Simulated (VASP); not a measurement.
# ZnS (F-43m) in VASP: further runs

The runs below take ZnS through relaxation of cell and atoms, with LDA.

Everything below comes from runs of VASP 6.6.1. Logs are shortened: lines on timing, memory, paths and dates and some standing lists are left out, and cuts for length are marked.

## Step 1: The cell of the first run

It takes space group F-43m (No. 216, cubic). Conventional cell: a = 5.404 Å, b = 5.404 Å, c = 5.404 Å, α = 90.00°, β = 90.00°, γ = 90.00°. Zn (site symmetry -43m) has 4 S at 2.34 Å within 3.1 Å. S (site symmetry -43m) has 4 Zn at 2.34 Å within 3.1 Å.

## Step 2: Relaxation of cell and atoms, LDA

INCAR reads:

```
SYSTEM = ZnS
  ALGO = Normal
  EDIFF = 1E-7
  EDIFFG = -0.002
  ENCUT = 600
  IBRION = 2
  ISIF = 3
  ISMEAR = -1
  LASPH = .TRUE.
  LCHARG = .FALSE.
  LREAL = .FALSE.
  LWAVE = .FALSE.
  NELM = 60
  NSW = 100
  PREC = Accurate
  SIGMA = 0.1
```

KPOINTS reads:

```
k-points
0
G
  12 12 12
  0 0 0
```

POSCAR reads:

```
ZnS
1.0
    0.0000000000      2.7020000000      2.7020000000
    2.7020000000      0.0000000000      2.7020000000
    2.7020000000      2.7020000000      0.0000000000
Zn S
1 1
Direct
    0.7500000000      0.7500000000      0.7500000000
    0.0000000000      0.0000000000      0.0000000000
```

Potentials or basis: VASP PAW LDA potentials, release 64 (Zn, S).

The run is started by

```console
$ cat potpaw_LDA.64/Zn/POTCAR potpaw_LDA.64/S/POTCAR > POTCAR
$ mpirun -np 1 vasp_std > vasp.out
```

OUTCAR:

```text
SYSTEM = ZnS
   EDIFF = 1E-7
   EDIFFG = -0.002
   ENCUT = 600
   IBRION = 2
   ISIF = 3
   ISMEAR = -1
   LASPH = .TRUE.
   LREAL = .FALSE.
   NELM = 60
   NSW = 100
   PREC = Accurate

 ion  position               nearest neighbor table
   1  0.750  0.750  0.750-   2 2.34   2 2.34   2 2.34   2 2.34
   2  0.000  0.000  0.000-   1 2.34   1 2.34   1 2.34   1 2.34

  LATTYP: Found a face centered cubic cell.
 ALAT       =     5.4040000000

  Lattice vectors:

 A1 = (   0.0000000000,   2.7020000000,   2.7020000000)
 A2 = (   2.7020000000,   0.0000000000,   2.7020000000)
 A3 = (   2.7020000000,   2.7020000000,   0.0000000000)

Analysis of symmetry for initial positions (statically):
=====================================================================
 Subroutine PRICEL returns:
 Original cell was already a primitive cell.

 Routine SETGRP: Setting up the symmetry group for a
 face centered cubic supercell.

 Subroutine GETGRP returns: Found 24 space group operations
 (whereof 24 operations were pure point group operations)
 out of a pool of 48 trial point group operations.

The static configuration has the point symmetry T_d .

Analysis of symmetry for dynamics (positions and initial velocities):
=====================================================================
 Subroutine PRICEL returns:
 Original cell was already a primitive cell.

 Routine SETGRP: Setting up the symmetry group for a
 face centered cubic supercell.

 Subroutine GETGRP returns: Found 24 space group operations
 (whereof 24 operations were pure point group operations)
 out of a pool of 48 trial point group operations.

The dynamic configuration has the point symmetry T_d .

 Subroutine INISYM returns: Found 24 space group operations
 (whereof 24 operations are pure point group operations),
 and found     1 'primitive' translations

----------------------------------------------------------------------------------------

                                     Primitive cell

  volume of cell :      39.4535

  direct lattice vectors                    reciprocal lattice vectors
     0.000000000  2.702000000  2.702000000    -0.185048113  0.185048113  0.185048113
     2.702000000  0.000000000  2.702000000     0.185048113 -0.185048113  0.185048113
     2.702000000  2.702000000  0.000000000     0.185048113  0.185048113 -0.185048113

  length of vectors
     3.821205046  3.821205046  3.821205046     0.320512733  0.320512733  0.320512733

  position of ions in fractional coordinates (direct lattice)
     0.750000000  0.750000000  0.750000000
     0.000000000  0.000000000  0.000000000

  ion indices of the primitive-cell ions
   primitive index   ion index
                 1           1
                 2           2

----------------------------------------------------------------------------------------

 KPOINTS: k-points

Automatic generation of k-mesh.
 Grid dimensions read from file:
 generate k-points for:   12   12   12

 Generating k-lattice:

  Cartesian coordinates                     Fractional coordinates (reciprocal lattice)
    -0.015420676  0.015420676  0.015420676     0.083333333  0.000000000  0.000000000
     0.015420676 -0.015420676  0.015420676     0.000000000  0.083333333  0.000000000
     0.015420676  0.015420676 -0.015420676     0.000000000  0.000000000  0.083333333

  Length of vectors
     0.026709394  0.026709394  0.026709394

  Shift w.r.t. Gamma in fractional coordinates (k-lattice)
     0.000000000  0.000000000  0.000000000

 Subroutine IBZKPT returns following result:
 ===========================================

 Found     72 irreducible k-points:

 Following reciprocal coordinates:
            Coordinates               Weight
  0.000000  0.000000  0.000000      1.000000
  0.083333  0.000000  0.000000      8.000000
  0.166667  0.000000  0.000000      8.000000
  0.250000  0.000000  0.000000      8.000000
  0.333333  0.000000  0.000000      8.000000
  0.416667  0.000000  0.000000      8.000000
[... 16 lines left out ...]
  0.500000  0.166667  0.000000     24.000000
 -0.416667  0.166667  0.000000     24.000000
 [... further k-points ...]
   k-points           NKPTS =     72   k-points in BZ     NKDIM =     72   number of bands    NBANDS=     13
   number of dos      NEDOS =    301   number of ions     NIONS =      2
   total plane-waves  NPLWV =  32768
   dimension x,y,z NGX =    32 NGY =   32 NGZ =   32
   dimension x,y,z NGXF=    64 NGYF=   64 NGZF=   64
   ions per type =               1   1
   NGX,Y,Z   is equivalent  to a cutoff of  13.92, 13.92, 13.92 a.u.
   NGXF,Y,Z  is equivalent  to a cutoff of  27.84, 27.84, 27.84 a.u.
 SYSTEM =  ZnS
   PREC   = accura    normal or accurate (medium, high low for compatibility)
   ISTART =      0    job   : 0-new  1-cont  2-samecut
   ICHARG =      2    charge: 1-file 2-atom 10-const
   ISPIN  =      1    spin polarized calculation?
   LNONCOLLINEAR =      F non collinear calculations
   LSORBIT =      F    spin-orbit coupling
   LASPH  =      T    aspherical Exc in radial PAW
   ENCUT  =  600.0 eV  44.10 Ry    6.64 a.u.   7.63  7.63  7.63*2*pi/ulx,y,z
   NELM   =     60;   NELMIN=  2; NELMDL= -5     # of ELM steps
   EDIFF  = 0.1E-06   stopping-criterion for ELM
   LREAL  =      F    real-space projection
   EDIFFG = -.2E-02   stopping-criterion for IOM
   NSW    =    100    number of steps for IOM
   IBRION =      2    ionic relax: 0-MD 1-quasi-New 2-CG
   NFREE  =      1    steps in history (QN), initial steepest desc. (CG)
   ISIF   =      3    stress and relaxation
   ISYM   =      2    0-nonsym 1-usesym 2-fastsym
   POTIM  = 0.5000    time-step for ionic-motion
   TEBEG  =    0.0;   TEEND  =   0.0 temperature during run
   PSTRESS=    0.0 pullay stress
   NELECT =      18.0000    total number of electrons
   NUPDOWN=      -1.0000    fix difference up-down
   EMIN   =  10.00;   EMAX   =-10.00  energy-range for DOS
   EFERMI =   0.00;   METHOD = LEGACY
   ISMEAR =    -1;   SIGMA  =   0.10  broadening in eV -4-tet -1-fermi 0-gaus
   EFERMI_NEDOS =   21; number of points for ismear=-14 and -15
   IALGO  =     38    algorithm
   IMIX   =      4    mixing-type and parameters
     AMIX     =   0.40;   BMIX     =  1.00
     AMIX_MAG =   1.60;   BMIX_MAG =  1.00
  volume/ion in A,a.u.               =      19.73       133.12
  Fermi-wavevector in a.u.,A,eV,Ry     =   1.260290  2.381602 21.610537  1.588330
  Thomas-Fermi vector in A             =   2.393807
   LORBIT       =      0    0 simple, 1 ext, 2 COOP (PROOUT), +10 PAW based schemes
   GGA     = CA    functional components
   LHFCALC =     F    Hartree Fock is set to
   AEXX    =    0.0000 exact exchange contribution
   IVDW    =     0    specifies the selected vdW correction
   LEPSILON=     F    determine dielectric tensor
   LRPA    =     F    only Hartree local field effects (RPA)
 conjugate gradient relaxation of ions
 non-spin polarized calculation
  energy-cutoff  :      600.00
  volume of cell :       39.45
 maximum number of plane-waves:      1363
   NGX = 15   NGY = 15   NGZ = 15

--------------------------------------- Ionic step        1  -------------------------------------------

 number of electron      17.9999998 magnetization

 Free energy of the ion-electron system (eV)
  ---------------------------------------------------
  ext. energy  EPLUGINS =         0.00000000
  ---------------------------------------------------
  free energy    TOTEN  =        -8.17728465 eV

  energy without entropy =       -8.17728361  energy(sigma->0) =       -8.17728413

------------------------ aborting loop because EDIFF is reached ----------------------------------------

  FORCE on cell =-STRESS in cart. coord.  units (eV):
  Direction    XX          YY          ZZ          XY          YZ          ZX
  --------------------------------------------------------------------------------------
  -------------------------------------------------------------------------------------
  Total       -1.0724522     -1.0724522     -1.0724522     -0.0000000      0.0000000     -0.0000000
  in kB      -43.5514364    -43.5514364    -43.5514364     -0.0000000      0.0000000     -0.0000000
  external PRESSURE =     -43.5514364 kB  Pullay stress =       0.0000000 kB

 VOLUME and BASIS-vectors are now :
 -----------------------------------------------------------------------------
  energy-cutoff  :      600.00
  volume of cell :       39.45
      direct lattice vectors                 reciprocal lattice vectors
     0.000000000  2.702000000  2.702000000    -0.185048113  0.185048113  0.185048113
     2.702000000  0.000000000  2.702000000     0.185048113 -0.185048113  0.185048113
     2.702000000  2.702000000  0.000000000     0.185048113  0.185048113 -0.185048113
[... 37 lines left out ...]
 POSITION                                       TOTAL-FORCE (eV/Angst)
 -----------------------------------------------------------------------------------
      3.94815      3.94815      3.94815        -0.000000     -0.000000     -0.000000
      2.63210      5.26420      2.63210         0.000000      0.000000      0.000000
 -----------------------------------------------------------------------------------
    total drift:                                0.000000      0.000000      0.000000

  FREE ENERGIE OF THE ION-ELECTRON SYSTEM (eV)
  ---------------------------------------------------
  free  energy   TOTEN  =        -8.2040672476 eV

  energy  without entropy=       -8.2040670614  energy(sigma->0) =       -8.20406715

--------------------------------------- Ionic step        3  -------------------------------------------

 number of electron      17.9999995 magnetization

 Free energy of the ion-electron system (eV)
  ---------------------------------------------------
  ext. energy  EPLUGINS =         0.00000000
  ---------------------------------------------------
  free energy    TOTEN  =        -8.20871684 eV

  energy without entropy =       -8.20871654  energy(sigma->0) =       -8.20871669

 E-fermi :   3.7073     XC(G=0): -10.3035

 val. band max:        2.4846858230   @ k =   0.0000   0.0000   0.0000
 cond. band min:       4.6326646201   @ k =   0.0000   0.0000   0.0000
 fundamental gap:      2.1479787972
 Fermi energy:         3.7073208542

 k-point     1 :       0.0000    0.0000    0.0000
  band No.  band energies     occupation
      1     -11.0413      2.00000
      2      -4.2595      2.00000
      3      -4.2595      2.00000
      4      -4.2595      2.00000
      5      -3.7098      2.00000
      6      -3.7098      2.00000
      7       2.4847      1.99999
      8       2.4847      1.99999
      9       2.4847      1.99999
     10       4.6327      0.00019
     11       8.6962      0.00000
     12       8.6962      0.00000
     13       8.6962      0.00000

 k-point     2 :       0.0833    0.0000    0.0000
  band No.  band energies     occupation
      1     -10.9819      2.00000
      2      -4.2620      2.00000
      3      -4.2487      2.00000
      4      -4.2487      2.00000
      5      -3.7110      2.00000
      6      -3.7110      2.00000
      7       1.8511      2.00000
      8       2.4069      2.00000
      9       2.4069      2.00000
     10       5.1179      0.00000
     11       8.6316      0.00000
[... 339 lines left out ...]
 k-point    24 :      -0.4167    0.1667    0.0000
  band No.  band energies     occupation
      1      -9.8773      2.00000
      2      -4.1350      2.00000
      3      -4.0789      2.00000
      4      -3.7704      2.00000
      5      -3.6884      2.00000
      6      -3.4798      2.00000
      7      -2.8943      2.00000
      8       0.2789      2.00000
      9       1.2394      2.00000
     10       6.7953      0.00000
     11       8.5916      0.00000
     12      10.0558      0.00000
     13      11.2789      0.00000

 [... further k-points ...]
[... 5 lines left out ...]
  --------------------------------------------------------------------------------------
  -------------------------------------------------------------------------------------
  Total       -0.0018245     -0.0018245     -0.0018245      0.0000000      0.0000000      0.0000000
  in kB       -0.0784664     -0.0784664     -0.0784664      0.0000000      0.0000000      0.0000000
  external PRESSURE =      -0.0784664 kB  Pullay stress =       0.0000000 kB

 VOLUME and BASIS-vectors are now :
 -----------------------------------------------------------------------------
  energy-cutoff  :      600.00
  volume of cell :       37.25
      direct lattice vectors                 reciprocal lattice vectors
    -0.000000000  2.650844028  2.650844028    -0.188619170  0.188619170  0.188619170
     2.650844028  0.000000000  2.650844028     0.188619170 -0.188619170  0.188619170
     2.650844028  2.650844028 -0.000000000     0.188619170  0.188619170 -0.188619170

 POSITION                                       TOTAL-FORCE (eV/Angst)
 -----------------------------------------------------------------------------------
      3.97627      3.97627      3.97627        -0.000000     -0.000000     -0.000000
      0.00000      0.00000      0.00000         0.000000      0.000000      0.000000
 -----------------------------------------------------------------------------------
    total drift:                                0.000000      0.000000      0.000000

  FREE ENERGIE OF THE ION-ELECTRON SYSTEM (eV)
  ---------------------------------------------------
  free  energy   TOTEN  =        -8.2087168436 eV

  energy  without entropy=       -8.2087165444  energy(sigma->0) =       -8.20871669

 reached required accuracy - stopping structural energy minimisation
```

It took 56 s on 1 thread of Intel Xeon 6975P-C, shared host; peak memory 0.19 GiB.

Results:

```
Free energy                            : -8.2087 eV
Relaxed volume                         : 18.63 Å³/atom
Relaxed cell                           : a = 3.749 Å, b = 3.749 Å, c = 3.749 Å, α = 60.00°, β = 60.00°, γ = 60.00°
Space group after relaxing (to 0.05 Å) : F-43m (No. 216)
Energy gained by relaxing              : 15.7 meV/atom
Ionic steps                            : 3
Pressure after relaxing                : 0.0 GPa
Band gap on the k mesh                 : 2.15 eV, direct
```

The path:
| step | energy change (eV) | largest force (eV/Å) | pressure (GPa) | volume (Å³) |
| --- | --- | --- | --- | --- |
| 1 | 0.0000 | 0.0000 | -4.36 | 39.45 |
| 2 | -0.0268 | 0.0000 | 1.92 | 36.47 |
| 3 | -0.0314 | 0.0000 | -0.01 | 37.25 |

Final structure:
```yaml
crystal:
  lattice:
    - [0.00000, 2.65084, 2.65084]
    - [2.65084, 0.00000, 2.65084]
    - [2.65084, 2.65084, 0.00000]
  atoms:
    - { symbol: Zn, position: [0.75000, 0.75000, 0.75000] }
    - { symbol: S, position: [0.00000, 0.00000, 0.00000] }
```

A k mesh can miss the band edges. LDA usually gives volumes a few per cent too small.

## Step 3: Relaxation of cell and atoms, LDA

INCAR reads:

```
ALGO = Normal
EDIFF = 1E-6
EDIFFG = -0.002
ENCUT = 600
IBRION = 2
ISIF = 3
ISMEAR = 0
ISYM = 0
LASPH = T
LCHARG = F
LREAL = F
LWAVE = F
NELM = 80
NSW = 100
PREC = Accurate
SIGMA = 0.01
```

KPOINTS reads:

```
Automatic mesh
0
Gamma
  6 6 6
  0.5 0.5 0.5
```

POSCAR is that of step 2.

Potentials or basis: VASP PAW LDA potentials, release 64 (Zn, S).

The run is started by

```console
$ cat potpaw_LDA.64/Zn/POTCAR potpaw_LDA.64/S/POTCAR > POTCAR
$ mpirun -np 1 vasp_std > vasp.out
```

It took 5.8 min on 1 thread of Intel Xeon 6975P-C, shared host; peak memory 0.4 GiB.

Results (log left out):

```yaml
Free_energy: -8.2087 eV
Relaxed_volume: 18.63 Å³/atom
Relaxed_cell: a = 3.749 Å, b = 3.749 Å, c = 3.749 Å, α = 60.00°, β = 60.00°, γ = 60.00°
Space_group_after_relaxing_to_0.05_Å: F-43m (No. 216)
Energy_gained_by_relaxing: 15.7 meV/atom
Ionic_steps: 5
Pressure_after_relaxing: 0.0 GPa
Band_gap_on_the_k_mesh: 2.71 eV, direct
```

Step by step:
```
step  energy change (eV)  largest force (eV/Å)  pressure (GPa)  volume (Å³)
   1              0.0000                0.0000           -4.27        39.45
   2             -0.0275                0.0000            1.77        36.53
   3             -0.0314                0.0000           -0.14        37.24
   4             -0.0314                0.0000            0.12        37.19
   5             -0.0314                0.0000            0.01        37.26
```

Final structure:
```xyz
2
Lattice="0.0000 2.6511 2.6511 2.6511 0.0000 2.6511 2.6511 2.6511 0.0000" Properties=species:S:1:pos:R:3 pbc="T T T"
Zn    3.9766    3.9766    3.9766
S     2.6511    5.3022    2.6511
```

Levels at points of the mesh, in eV from the valence-band top:
```tsv
k point	band 7	band 8	band 9	band 10	band 11	band 12
(0.08, 0.08, 0.08)	-0.56	0.00	0.00	2.71	6.22	6.42
```
